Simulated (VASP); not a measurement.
Write the native input for VASP 6.6.1 that does the following.

* Task: single point
* Functional: PBEsol
* Potentials or basis: VASP PAW PBE potentials, release 64 (Ta_pv, Si)
* Cutoff: 520 eV
* k mesh: 6 × 6 × 4
* Occupations: gaussian, width 0.1 eV
* Spin: no spin polarisation
* Dipole correction: no
* Further INCAR settings: ALGO = Normal; EDIFF = 1e-06; NBANDS = 20

The structure of Ta2Si lies in POSCAR:

```
Ta2Si
1.0
    3.2596821700      0.0000000000      0.0000000000
   -1.6298410850      2.8229675675      0.0000000000
    0.0000000000      0.0000000000      5.5794092111
Ta Si
2 1
Direct
    0.3333333333      0.6666666667      0.3104850237
    0.6666666667      0.3333333333      0.6895149763
    0.0000000000      0.0000000000      0.0000000000
```

These files were run (other wordings do the same):

INCAR

```
PREC = Accurate ; ENCUT = 520
EDIFF = 1E-6 ; ISMEAR = 0
SIGMA = 0.1 ; LREAL = F
LASPH = T ; NELM = 100
ALGO = Normal ; ISIF = 2
LWAVE = F ; LCHARG = T
GGA = PS ; LELF = T
LVHAR = T ; NBANDS = 20
```

KPOINTS

```
regular mesh
0
Gamma
  6 6 4
```

Potentials or basis: VASP PAW PBE potentials, release 64 (Ta_pv, Si).

Command:

```console
$ cat potpaw_PBE.64/Ta_pv/POTCAR potpaw_PBE.64/Si/POTCAR > POTCAR
$ mpirun -np 1 vasp_std > vasp.out
```

It gave:

```
Pressure               : 0.3 GPa
Largest force          : 0.032 eV/Å
Band gap on the k mesh : zero (bands 13 and 14 overlap by 0.96 eV)
```

Caveat: the k points lie up to 0.37 Å⁻¹ apart, too coarse for converged energies and pressures of a metal; the PAW data sets were made with another functional, which shifts forces and pressure a little; spin-orbit coupling is left out, which moves the levels of the heavy elements.

Wall time 8.2 s on 1 thread of Intel(R) Xeon(R) 6975P-C (Granite Rapids) (shared host), peak memory 0.17 GiB.
